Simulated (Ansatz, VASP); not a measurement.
**Zn: VASP beside Ansatz**

```
CELL_PARAMETERS angstrom
2.59808 0.00000 0.00000
0.00000 2.59808 0.00000
0.00000 0.00000 2.59808
ATOMIC_POSITIONS crystal
Zn 0.00000 0.00000 0.00000
```

Alike in both runs: task relaxation of cell and atoms; functional PBEsol; k mesh 22 × 22 × 22; occupations gaussian, width 0.1 eV; no spin polarisation.

```csv
,VASP,Ansatz
version,VASP 6.6.1,Ansatz 0.2.0
potentials or method,"VASP PAW PBE potentials, release 64 (Zn), cutoff 600 eV","scalar-relativistic, plane waves, PAW"
valence electrons in the cell,12,12
```

|  | VASP | Ansatz | Ansatz less VASP |
| --- | --- | --- | --- |
| gap on the k mesh at the Fermi level, each at its own relaxed structure (eV) | none | none | - |
| relaxed volume (Å³/atom) | 16.95 | 16.87 | -0.078 |
| relaxed cell length with the largest relative difference (Å) | 2.569 | 2.565 | -0.0039 |

VASP's potentials were made for PBE, not for PBEsol. A gap of «none» marks a metal or a gap that the smearing closes.
